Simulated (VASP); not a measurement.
# V2GeO2 (P-3m1) in VASP: a series of runs

Runs on V2GeO2. Level: PBE. Tasks: single point.

Everything below comes from runs of VASP 6.6.1. Logs are shortened: lines on timing, memory, paths and dates and some standing lists are left out, and cuts for length are marked.

## Step 1: The cell of the first run

It takes space group P-3m1 (No. 164, trigonal). Conventional cell: a = 3.068 Å, b = 3.068 Å, c = 8.693 Å, α = 90.00°, β = 90.00°, γ = 120.00°. Within 2.5 Å of V (site symmetry 3m) lie 3 O at 1.91 Å. Within 3.6 Å of Ge (site symmetry -3m) lie 6 V at 2.73 Å and 6 Ge at 3.07 Å and 6 O at 3.31 Å. O (site symmetry 3m) has 3 V at 1.91 Å within 2.5 Å.

## Step 2: Single point, PBE, collinear spin, ferromagnetic start

INCAR reads:

```
PREC = Accurate
ENCUT = 520
EDIFF = 1E-6
ISMEAR = 0
SIGMA = 0.1
LREAL = False
LASPH = True
NELM = 150
ALGO = Normal
ISIF = 2
LWAVE = False
LCHARG = False
ISPIN = 2
MAGMOM = 1.44 1.44 0 0 0
LORBIT = 11
LMAXMIX = 4
GGA = PE
NBANDS = 38
```

KPOINTS reads:

```
Automatic mesh
0
Gamma
  12 12 4
```

POSCAR reads:

```
V2GeO2
1.0
    3.0676139559      0.0000000000      0.0000000000
   -1.5338069779      2.6566316149      0.0000000000
    0.0000000000      0.0000000000      8.6934491583
V Ge O
2 1 2
Direct
    0.3333333333      0.6666666667      0.2394402925
    0.6666666667      0.3333333333      0.7605597075
    0.0000000000      0.0000000000      0.0000000000
    0.6666666667      0.3333333333      0.3220415745
    0.3333333333      0.6666666667      0.6779584255
```

Potentials or basis: VASP PAW PBE potentials, release 64 (V_sv, Ge_d, O).

On the command line:

```console
cat potpaw_PBE.64/V_sv/POTCAR potpaw_PBE.64/Ge_d/POTCAR potpaw_PBE.64/O/POTCAR > POTCAR
mpirun -np 1 vasp_std > vasp.out
```

OUTCAR:

```text
PREC = Accurate
   ENCUT = 520
   EDIFF = 1E-6
   ISMEAR = 0
   LREAL = False
   LASPH = True
   NELM = 150
   ISIF = 2
   ISPIN = 2
   LORBIT = 11
   GGA = PE

 ion  position               nearest neighbor table
   1  0.333  0.667  0.239-   4 1.91   4 1.91   4 1.91   3 2.73   3 2.73   3 2.73
   2  0.667  0.333  0.761-   5 1.91   5 1.91   5 1.91   3 2.73   3 2.73   3 2.73
   3  0.000  0.000  0.000-   1 2.73   2 2.73   2 2.73   1 2.73   2 2.73   1 2.73
   4  0.667  0.333  0.322-   1 1.91   1 1.91   1 1.91
   5  0.333  0.667  0.678-   2 1.91   2 1.91   2 1.91

  LATTYP: Found a hexagonal cell.
 ALAT       =     3.0676139559
 C/A-ratio  =     2.8339449759

  Lattice vectors:

 A1 = (   3.0676139559,   0.0000000000,   0.0000000000)
 A2 = (  -1.5338069779,   2.6566316149,   0.0000000000)
 A3 = (   0.0000000000,   0.0000000000,   8.6934491583)

Analysis of symmetry for initial positions (statically):
=====================================================================
 Subroutine PRICEL returns:
 Original cell was already a primitive cell.

 Routine SETGRP: Setting up the symmetry group for a
 hexagonal supercell.

 Subroutine GETGRP returns: Found 12 space group operations
 (whereof 12 operations were pure point group operations)
 out of a pool of 24 trial point group operations.

The static configuration has the point symmetry D_3d.

Analysis of symmetry for dynamics (positions and initial velocities):
=====================================================================
 Subroutine PRICEL returns:
 Original cell was already a primitive cell.

 Routine SETGRP: Setting up the symmetry group for a
 hexagonal supercell.

 Subroutine GETGRP returns: Found 12 space group operations
 (whereof 12 operations were pure point group operations)
 out of a pool of 24 trial point group operations.

The dynamic configuration has the point symmetry D_3d.

Analysis of structural, dynamic, and magnetic symmetry:
=====================================================================
 Subroutine PRICEL returns:
 Original cell was already a primitive cell.

 Routine SETGRP: Setting up the symmetry group for a
 hexagonal supercell.

 Subroutine GETGRP returns: Found 12 space group operations
 (whereof 12 operations were pure point group operations)
 out of a pool of 24 trial point group operations.

The overall configuration has the point symmetry D_3d.

 Subroutine INISYM returns: Found 12 space group operations
 (whereof 12 operations are pure point group operations),
 and found     1 'primitive' translations
[... 126 lines left out ...]
   GGA     = PE    functional components
   LHFCALC =     F    Hartree Fock is set to
   AEXX    =    0.0000 exact exchange contribution
   IVDW    =     0    specifies the selected vdW correction
   LEPSILON=     F    determine dielectric tensor
   LRPA    =     F    only Hartree local field effects (RPA)
 spin polarized calculation
 Gauss-broadening in eV      SIGMA  =   0.10
  energy-cutoff  :      520.00
  volume of cell :       70.85
 maximum number of plane-waves:      1932
 NGX is ok and might be reduce to    24
   NGX = 11   NGY = 11   NGZ = 33

 number of electron      51.9999986 magnetization       3.5784473

 Free energy of the ion-electron system (eV)
  ---------------------------------------------------
  ext. energy  EPLUGINS =         0.00000000
  ---------------------------------------------------
  free energy    TOTEN  =       -39.64979159 eV

  energy without entropy =      -39.63647546  energy(sigma->0) =      -39.64313353

 E-fermi :   6.3293     XC(G=0): -10.8004

 val. band max:        6.3094019067   @ k =   0.3333   0.1667   0.0000
 cond. band min:       6.3309312029   @ k =   0.4167   0.0833   0.5000
 fundamental gap:      0.0215292962
 Fermi energy:         6.3293423414

 spin component 1

 k-point     1 :       0.0000    0.0000    0.0000
  band No.  band energies     occupation
      1     -59.1923      1.00000
      2     -59.1922      1.00000
      3     -33.0500      1.00000
      4     -33.0470      1.00000
      5     -32.9777      1.00000
      6     -32.9777      1.00000
[... 973 lines left out ...]
     37      12.6564      0.00000
     38      15.3881      0.00000

 [... further k-points ...]

 spin component 2

 k-point     1 :       0.0000    0.0000    0.0000
  band No.  band energies     occupation
      1     -57.4817      1.00000
      2     -57.4816      1.00000
      3     -31.3279      1.00000
      4     -31.3244      1.00000
      5     -31.2988      1.00000
      6     -31.2988      1.00000
[... 973 lines left out ...]
     37      12.8796      0.00000
     38      15.8678      0.00000

 [... further k-points ...]
[... 5 lines left out ...]
  --------------------------------------------------------------------------------------
  -------------------------------------------------------------------------------------
  Total        0.3623216      0.3623216      0.1101604      0.0000000      0.0000000      0.0000000
  in kB        8.1937112      8.1937112      2.4912199      0.0000000      0.0000000      0.0000000
  external PRESSURE =       6.2928808 kB  Pullay stress =       0.0000000 kB

 VOLUME and BASIS-vectors are now :
 -----------------------------------------------------------------------------
  energy-cutoff  :      520.00
  volume of cell :       70.85
      direct lattice vectors                 reciprocal lattice vectors
     3.067613956  0.000000000  0.000000000     0.325986260  0.188208255  0.000000000
    -1.533806978  2.656631615  0.000000000     0.000000000  0.376416510  0.000000000
     0.000000000  0.000000000  8.693449158     0.000000000  0.000000000  0.115029142

 POSITION                                       TOTAL-FORCE (eV/Angst)
 -----------------------------------------------------------------------------------
     -0.00000      1.77109      2.08156        -0.000000      0.000000     -0.057230
      1.53381      0.88554      6.61189         0.000000      0.000000      0.057230
      0.00000      0.00000      0.00000        -0.000000      0.000000      0.000000
      1.53381      0.88554      2.79965        -0.000000     -0.000000      0.065491
     -0.00000      1.77109      5.89380         0.000000      0.000000     -0.065491
 -----------------------------------------------------------------------------------
    total drift:                                0.000000      0.000000      0.000000

  FREE ENERGIE OF THE ION-ELECTRON SYSTEM (eV)
  ---------------------------------------------------
  free  energy   TOTEN  =       -39.6497915916 eV

  energy  without entropy=      -39.6364754640  energy(sigma->0) =      -39.64313353

 total charge

# of ion       s       p       d       tot
------------------------------------------
    1        2.240   6.226   3.092  11.559
    2        2.240   6.226   3.092  11.559
    3        1.157   1.175  10.025  12.356
    4        1.573   3.460   0.000   5.033
    5        1.573   3.460   0.000   5.033
--------------------------------------------------
tot          8.784  20.547  16.209  45.540

 magnetization (x)

# of ion       s       p       d       tot
------------------------------------------
    1        0.021   0.016   1.671   1.708
    2        0.021   0.016   1.671   1.708
    3       -0.018  -0.057   0.021  -0.054
    4       -0.002  -0.054   0.000  -0.056
    5       -0.002  -0.054   0.000  -0.056
--------------------------------------------------
tot          0.020  -0.133   3.363   3.250
```

Wall time 7.4 min (1 thread of Intel Xeon 8259CL, shared host); peak memory 0.41 GiB.

Results:

```yaml
Free_energy: -39.6498 eV
Pressure: 0.6 GPa
Largest_force: 0.065 eV/Å
Net_moment: 3.58 μB per cell
Site_moments: V +1.71; Ge -0.05; O -0.06 μB
Valence_electrons_inside_the_program's_atomic_spheres: V 11.56; Ge 12.36; O 5.03
```

Forces on the atoms (eV/Å):
```
V    0.000  0.000 -0.057
V    0.000  0.000  0.057
Ge   0.000  0.000  0.000
O    0.000  0.000  0.065
O    0.000  0.000 -0.065
```

Stress tensor (GPa, compression positive):
```
0.82 0.00 0.00
0.00 0.82 0.00
0.00 0.00 0.25
```

With open d or f shells a metallic result of PBE can be an artefact of self-interaction; +U or a hybrid may open a gap.

## Step 3: Single point, PBE, collinear spin, ferromagnetic start (12.47 Å³/atom)

This run uses another cell than the first one, of 12.47 Å³/atom.

INCAR reads:

```
SYSTEM = V2GeO2
PREC = Accurate ; ENCUT = 520
EDIFF = 1E-7 ; ISMEAR = 0
SIGMA = 0.1 ; LREAL = .False.
LASPH = .True. ; NELM = 150
ALGO = Normal ; ISIF = 2
LWAVE = .False. ; LCHARG = .False.
ISPIN = 2 ; MAGMOM = 1.44 1.44 0 0 0
LORBIT = 11 ; LMAXMIX = 4
GGA = PE ; NBANDS = 38
```

KPOINTS reads:

```
regular mesh
0
Gamma
  12 12 4
  0 0 0
```

POSCAR reads:

```
V2GeO2
1.0
    3.0410219226      0.0000000000      0.0000000000
   -1.5205109613      2.6336022385      0.0000000000
    0.0000000000      0.0000000000      7.7846142806
V Ge O
2 1 2
Direct
    0.3333333333      0.6666666667      0.2630984831
    0.6666666667      0.3333333333      0.7369015169
    0.0000000000      0.0000000000      0.0000000000
    0.6666666667      0.3333333333      0.3559934694
    0.3333333333      0.6666666667      0.6440065306
```

Potentials or basis: VASP PAW PBE potentials, release 64 (V_sv, Ge_d, O).

On the command line:

```console
cat potpaw_PBE.64/V_sv/POTCAR potpaw_PBE.64/Ge_d/POTCAR potpaw_PBE.64/O/POTCAR > POTCAR
mpirun -np 1 vasp_std > vasp.out
```

It took 9.5 min on 1 thread of Intel Xeon 8259CL, shared host; peak memory 0.37 GiB.

It converged, with:

```
Free energy                                           : -39.5437 eV
Pressure                                              : 6.4 GPa
Largest force                                         : 0.078 eV/Å
Net moment                                            : 3.57 μB per cell
Site moments                                          : V +1.69; Ge -0.04; O -0.05 μB
Valence electrons inside the program's atomic spheres : V 11.60; Ge 12.39; O 5.05
```

Forces on the atoms (eV/Å):
```
V    0.000  0.000 -0.070
V    0.000  0.000  0.070
Ge   0.000  0.000  0.000
O    0.000  0.000  0.078
O    0.000  0.000 -0.078
```

Stress tensor (GPa, compression positive):
```
6.68 0.00 0.00
0.00 6.68 0.00
0.00 0.00 5.87
```

Levels at points of the mesh, in eV from the Fermi level:
Spin up:
```tsv
k point	band 25	band 26	band 27	band 28	band 29	band 30	band 31	band 32
(0.00, 0.00, 0.00)	-0.61	-0.53	-0.53	1.10	1.14	2.57	2.57	2.76
(0.50, 0.00, 0.00)	-0.75	-0.34	-0.04	-0.02	0.36	0.85	0.98	1.22
(0.00, 0.00, 0.50)	-0.57	-0.56	-0.56	1.06	1.13	2.52	2.52	2.81
(0.50, 0.00, 0.50)	-0.75	-0.35	-0.18	-0.03	0.27	0.64	1.16	1.28
```
Spin down:
| k point | band 20 | band 21 | band 22 | band 23 | band 24 | band 25 | band 26 | band 27 | band 28 | band 29 |
| --- | --- | --- | --- | --- | --- | --- | --- | --- | --- | --- |
| (0.00, 0.00, 0.00) | -5.86 | -5.86 | -5.73 | -2.60 | 1.38 | 1.38 | 1.47 | 1.47 | 2.12 | 2.12 |
| (0.50, 0.00, 0.00) | -5.52 | -5.13 | -4.41 | -4.17 | -2.34 | 0.49 | 1.12 | 1.42 | 1.85 | 2.04 |
| (0.00, 0.00, 0.50) | -5.85 | -5.85 | -4.71 | -3.39 | 1.42 | 1.42 | 1.43 | 1.43 | 2.13 | 2.25 |
| (0.50, 0.00, 0.50) | -5.39 | -5.14 | -5.13 | -3.86 | -2.30 | 0.58 | 1.11 | 1.19 | 1.45 | 2.03 |

Caveat: the cell stands under pressure. With open d or f shells a metallic result of PBE can be an artefact of self-interaction; +U or a hybrid may open a gap.

## Step 4: Single point, PBE, collinear spin, ferromagnetic start

This run uses another cell than the first one, of 14.38 Å³/atom.

INCAR reads:

```
PREC = Accurate ; ENCUT = 520
EDIFF = 1E-6 ; ISMEAR = 0
SIGMA = 0.1 ; LREAL = False
LASPH = True ; NELM = 150
ALGO = Normal ; ISIF = 2
LWAVE = False ; LCHARG = False
ISPIN = 2 ; MAGMOM = 0.7 0.7 0 0 0
LORBIT = 11 ; LMAXMIX = 4
GGA = PE ; NBANDS = 38
```

KPOINTS reads:

```
regular mesh
0
Gamma
  12 12 4
```

POSCAR reads:

```
V2GeO2
1.0
    2.8944600166      0.0000000000      0.0000000000
   -1.4472300083      2.5066759047      0.0000000000
    0.0000000000      0.0000000000      9.9114223994
V Ge O
2 1 2
Direct
    0.3333333333      0.6666666667      0.7802596246
    0.6666666667      0.3333333333      0.2197403754
    0.0000000000      0.0000000000      0.0000000000
    0.0000000000      0.0000000000      0.6877287710
    0.0000000000      0.0000000000      0.3122712290
```

On the command line:

```console
cat potpaw_PBE.64/V_sv/POTCAR potpaw_PBE.64/Ge_d/POTCAR potpaw_PBE.64/O/POTCAR > POTCAR
mpirun -np 1 vasp_std > vasp.out
```

Run time: 11 min. Hardware: 1 thread of Intel Xeon 8259CL, shared host; peak memory 0.41 GiB.

The run converged. Its results:

* Free energy: -39.0591 eV
* Pressure: -0.6 GPa
* Largest force: 0.342 eV/Å
* Band gap on the k mesh: zero (filled and empty bands overlap)
* Net moment: 0.00 μB per cell
* Valence electrons inside the program's atomic spheres: V 11.58; Ge 12.36; O 5.01

Forces on the atoms (eV/Å):
```
V    0.000  0.000  0.246
V    0.000  0.000 -0.246
Ge   0.000  0.000  0.000
O    0.000  0.000 -0.342
O    0.000  0.000  0.342
```

Stress tensor (GPa, compression positive):
```
-1.97  0.00  0.00
 0.00 -1.97  0.00
 0.00  0.00  2.23
```

Levels at points of the mesh, in eV from the Fermi level:
Spin up:
| k point | band 22 | band 23 | band 24 | band 25 | band 26 | band 27 | band 28 | band 29 | band 30 | band 31 |
| --- | --- | --- | --- | --- | --- | --- | --- | --- | --- | --- |
| (0.00, 0.00, 0.00) | -5.22 | -3.87 | 0.18 | 0.18 | 0.24 | 0.24 | 1.10 | 1.30 | 2.82 | 2.82 |
| (0.50, 0.00, 0.00) | -4.70 | -4.58 | -2.05 | -0.39 | -0.03 | 0.04 | 0.93 | 1.18 | 1.37 | 1.57 |
| (0.00, 0.00, 0.50) | -5.23 | -3.96 | 0.18 | 0.18 | 0.24 | 0.24 | 1.10 | 1.32 | 2.82 | 2.82 |
| (0.50, 0.00, 0.50) | -4.78 | -4.47 | -2.06 | -0.39 | -0.02 | 0.02 | 0.93 | 1.18 | 1.37 | 1.57 |
Spin down:
```tsv
k point	band 23	band 24	band 25	band 26	band 27	band 28	band 29	band 30
(0.00, 0.00, 0.00)	-3.87	0.18	0.18	0.25	0.25	1.10	1.30	2.82
(0.50, 0.00, 0.00)	-4.58	-2.05	-0.39	-0.03	0.04	0.93	1.19	1.37
(0.00, 0.00, 0.50)	-3.96	0.18	0.18	0.25	0.25	1.10	1.32	2.82
(0.50, 0.00, 0.50)	-4.47	-2.06	-0.38	-0.02	0.02	0.93	1.19	1.37
```

Caveat: the moments typed at the start vanished in this run. With open d or f shells a metallic result of PBE can be an artefact of self-interaction; +U or a hybrid may open a gap.

## Step 5: Summary

| cell | gap on the mesh (eV) | pressure (GPa) | moment (μB) | largest force (eV/Å) |
| --- | --- | --- | --- | --- |
| a = 3.068, b = 3.068, c = 8.693 Å, angles 90.0, 90.0, 120.0°, 5 atoms, atomic positions A | none | 0.6 | 3.58 | 0.07 |
| a = 3.041, b = 3.041, c = 7.785 Å, angles 90.0, 90.0, 120.0°, 5 atoms, atomic positions B | none | 6.4 | 3.57 | 0.08 |
| a = 2.894, b = 2.894, c = 9.911 Å, angles 90.0, 90.0, 120.0°, 5 atoms, atomic positions C | none | -0.6 | 0.00 | 0.34 |

Alike in all rows: task single point; level PBE; potentials or basis VASP PAW PBE potentials, release 64 (V_sv, Ge_d, O); spin collinear, ferromagnetic start; k mesh 12 × 12 × 4; cutoff (eV) 520; smearing gaussian 0.1 eV.

Caveats: the cell stands under pressure (at least some runs); the moments typed at the start vanished in this run (at least some runs).

Total energies depend on the potentials used, so only differences within one code and one set of settings carry meaning.

The gap in the log of VASP goes by the Fermi energy; the results here count the filled bands.